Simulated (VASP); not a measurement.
# SnSe (I4mm) in VASP: notebook, part 2 of 2

VASP 6.6.1.

## 3. Single point, LDA

Contents of INCAR:

```
SYSTEM = SnSe
  PREC = Accurate
  ENCUT = 520
  EDIFF = 1E-6
  ISMEAR = 0
  SIGMA = 0.05
  LREAL = .FALSE.
  LASPH = .TRUE.
  NELM = 60
  ALGO = Normal
  ISIF = 2
  LWAVE = .FALSE.
  LCHARG = .FALSE.
  GGA = CA
  NBANDS = 17
```

Contents of KPOINTS:

```
Automatic mesh
0
G
  8 8 8
  0 0 0
```

Contents of POSCAR:

```
SnSe
1.0
    0.0000000000      2.9466477701      2.9466477701
    2.9466477701      0.0000000000      2.9466477701
    2.9466477701      2.9466477701      0.0000000000
Sn Se
1 1
Direct
    0.0000000000      0.0000000000      0.0000000000
    0.4809105111      0.4809105111      0.5190894889
```

Potentials or basis: VASP PAW LDA potentials, release 64 (Sn_d, Se).

Started as:

```bash
> cat potpaw_LDA.64/Sn_d/POTCAR potpaw_LDA.64/Se/POTCAR > POTCAR
> mpirun -np 1 vasp_std > vasp.out
```

OUTCAR:

```text
SYSTEM = SnSe
   PREC = Accurate
   ENCUT = 520
   EDIFF = 1E-6
   ISMEAR = 0
   LREAL = .FALSE.
   LASPH = .TRUE.
   NELM = 60
   ISIF = 2
   GGA = CA

 ion  position               nearest neighbor table
   1  0.000  0.000  0.000-   2 2.83   2 2.95   2 2.95   2 2.95   2 2.95   2 3.06
   2  0.481  0.481  0.519-   1 2.83   1 2.95   1 2.95   1 2.95   1 2.95   1 3.06

  LATTYP: Found a face centered cubic cell.
 ALAT       =     5.8932955402

  Lattice vectors:

 A1 = (   0.0000000000,   2.9466477701,   2.9466477701)
 A2 = (   2.9466477701,   0.0000000000,   2.9466477701)
 A3 = (   2.9466477701,   2.9466477701,   0.0000000000)

Analysis of symmetry for initial positions (statically):
=====================================================================
 Subroutine PRICEL returns:
 Original cell was already a primitive cell.

 Routine SETGRP: Setting up the symmetry group for a
 face centered cubic supercell.

 Subroutine GETGRP returns: Found  8 space group operations
 (whereof  8 operations were pure point group operations)
 out of a pool of 48 trial point group operations.

The static configuration has the point symmetry C_4v.
[... 155 lines left out ...]
  ext. energy  EPLUGINS =         0.00000000
  ---------------------------------------------------
  free energy    TOTEN  =        -9.50618592 eV

  energy without entropy =       -9.50618592  energy(sigma->0) =       -9.50618592

 E-fermi :   6.3251     XC(G=0): -10.1653

 val. band max:        6.0409347046   @ k =  -0.2500   0.1250   0.0000
 cond. band min:       6.8081399709   @ k =   0.0000  -0.3750   0.1250
 fundamental gap:      0.7672052662
 Fermi energy:         6.3250548437

 k-point     1 :       0.0000    0.0000    0.0000
  band No.  band energies     occupation
      1     -15.3245      2.00000
      2     -15.3239      2.00000
      3     -15.3197      2.00000
      4     -15.3177      2.00000
      5     -15.3177      2.00000
      6      -8.1718      2.00000
[... 457 lines left out ...]
      4     -15.3021      2.00000
      5     -15.2983      2.00000
      6      -6.9287      2.00000
[... 9 lines left out ...]
     16      16.9460      0.00000
     17      17.7623      0.00000

 [... further k-points ...]
[... 5 lines left out ...]
  --------------------------------------------------------------------------------------
  -------------------------------------------------------------------------------------
  Total        0.0614745      0.0614745      0.2083955      0.0000000      0.0000000      0.0000000
  in kB        1.9248235      1.9248235      6.5250558      0.0000000      0.0000000      0.0000000
  external PRESSURE =       3.4582343 kB  Pullay stress =       0.0000000 kB

 VOLUME and BASIS-vectors are now :
 -----------------------------------------------------------------------------
  energy-cutoff  :      520.00
  volume of cell :       51.17
      direct lattice vectors                 reciprocal lattice vectors
     0.000000000  2.946647770  2.946647770    -0.169684346  0.169684346  0.169684346
     2.946647770  0.000000000  2.946647770     0.169684346 -0.169684346  0.169684346
     2.946647770  2.946647770  0.000000000     0.169684346  0.169684346 -0.169684346

 POSITION                                       TOTAL-FORCE (eV/Angst)
 -----------------------------------------------------------------------------------
      0.00000      0.00000      0.00000         0.000000      0.000000     -0.075178
      2.94665      2.94665      2.83415         0.000000      0.000000      0.075178
 -----------------------------------------------------------------------------------
    total drift:                                0.000000      0.000000      0.000039

  FREE ENERGIE OF THE ION-ELECTRON SYSTEM (eV)
  ---------------------------------------------------
  free  energy   TOTEN  =        -9.5061859218 eV

  energy  without entropy=       -9.5061859218  energy(sigma->0) =       -9.50618592
```

OSZICAR:

```text
N       E                     dE             d eps       ncg     rms          rms(c)
DAV:   1     0.133677507250E+03    0.13368E+03   -0.98450E+03  2082   0.149E+03
DAV:   2     0.300371427884E+01   -0.13067E+03   -0.12635E+03  2167   0.358E+02
DAV:   3    -0.933343753434E+01   -0.12337E+02   -0.12240E+02  2456   0.936E+01
DAV:   4    -0.965755712413E+01   -0.32412E+00   -0.32386E+00  2415   0.161E+01
DAV:   5    -0.966706903073E+01   -0.95119E-02   -0.95114E-02  2910   0.270E+00    0.355E+00
DAV:   6    -0.951484564934E+01    0.15222E+00   -0.35209E-01  2973   0.369E+00    0.218E+00
DAV:   7    -0.950764766687E+01    0.71980E-02   -0.59637E-02  2454   0.113E+00    0.959E-01
DAV:   8    -0.950630547521E+01    0.13422E-02   -0.57125E-03  2496   0.646E-01    0.692E-02
DAV:   9    -0.950618607040E+01    0.11940E-03   -0.92860E-04  2976   0.244E-01    0.410E-02
DAV:  10    -0.950618523267E+01    0.83773E-06   -0.79930E-05  2411   0.526E-02    0.839E-03
DAV:  11    -0.950618592179E+01   -0.68912E-06   -0.60488E-06  2590   0.186E-02
   1 F= -.95061859E+01 E0= -.95061859E+01  d E =-.419186E-17
```

Run time: 25 s. Hardware: 1 thread of Intel Xeon 6975P-C (Granite Rapids), shared host; peak memory 0.18 GiB.

Results:

| Item | Value |
| --- | --- |
| Free energy | -9.5062 eV |
| Pressure | 0.3 GPa |
| Largest force | 0.075 eV/Å |
| Band gap on the k mesh | 0.77 eV, indirect (least direct gap 0.92 eV) |

Forces on the atoms (eV/Å):
```
Sn   0.000  0.000 -0.075
Se   0.000  0.000  0.075
```

Levels at points of the mesh, in eV from the valence-band top:
```tsv
k point	band 7	band 8	band 9	band 10	band 11	band 12	band 13	band 14
(0.00, 0.00, 0.00)	-4.84	-2.26	-2.22	-2.22	4.45	4.45	4.61	5.92
(0.50, 0.00, 0.00)	-8.32	-2.01	-1.96	-0.04	0.91	1.28	1.35	8.43
(0.50, 0.50, 0.00)	-6.35	-5.46	-3.81	-3.81	2.90	5.75	5.75	6.45
(0.00, 0.50, 0.50)	-6.01	-5.80	-3.80	-3.80	2.80	5.79	5.82	6.41
```

Caveat: the cell differs from its parent crystal (all Se atoms moved +0.113 Å, as atom 2 towards its neighbour atom 1 (Sn) at 2.947 Å); spin-orbit coupling is left out, which moves the levels of the heavy elements. A k mesh can miss the band edges.

## 4. Single point, LDA

Contents of INCAR:

```
ALGO = Normal
EDIFF = 1E-7
ENCUT = 520
GGA = CA
ISIF = 2
ISMEAR = 0
LASPH = True
LCHARG = True
LELF = True
LREAL = False
LVHAR = True
LWAVE = False
NBANDS = 17
NELM = 80
PREC = Accurate
SIGMA = 0.05
```

Contents of KPOINTS:

```
k-points
0
Gamma
  8 8 8
```

Changes to POSCAR since step 3:

```diff
@@ -9,2 +9,2 @@
     0.0000000000      0.0000000000      0.0000000000
-    0.4809105111      0.4809105111      0.5190894889
+    0.4936368370      0.4936368370      0.5063631630
```

Started as:

```bash
> cat potpaw_LDA.64/Sn_d/POTCAR potpaw_LDA.64/Se/POTCAR > POTCAR
> mpirun -np 1 vasp_std > vasp.out
```

It took 22 s on 1 thread of Intel Xeon 6975P-C (Granite Rapids), shared host; peak memory 0.19 GiB.

Results (log left out):

```yaml
Free_energy: -9.5094 eV
Pressure: 0.1 GPa
Largest_force: 0.018 eV/Å
Band_gap_on_the_k_mesh: 0.77 eV, indirect (least direct gap 0.92 eV)
```

Forces on the atoms (eV/Å):
```
Sn   0.000  0.000 -0.018
Se   0.000  0.000  0.018
```

Levels at points of the mesh, in eV from the valence-band top:
| k point | band 7 | band 8 | band 9 | band 10 | band 11 | band 12 | band 13 | band 14 |
| --- | --- | --- | --- | --- | --- | --- | --- | --- |
| (0.00, 0.00, 0.00) | -4.84 | -2.23 | -2.22 | -2.22 | 4.57 | 4.57 | 4.59 | 5.92 |
| (0.50, 0.00, 0.00) | -8.32 | -1.96 | -1.95 | -0.02 | 0.90 | 1.27 | 1.28 | 8.46 |
| (0.50, 0.50, 0.00) | -6.08 | -5.72 | -3.81 | -3.81 | 2.90 | 5.75 | 5.75 | 6.42 |
| (0.00, 0.50, 0.50) | -6.00 | -5.80 | -3.81 | -3.81 | 2.89 | 5.75 | 5.75 | 6.42 |

Caveat: the cell differs from its parent crystal (all Se atoms moved +0.037 Å, as atom 2 towards its neighbour atom 1 (Sn) at 2.947 Å); spin-orbit coupling is left out, which moves the levels of the heavy elements. A k mesh can miss the band edges.
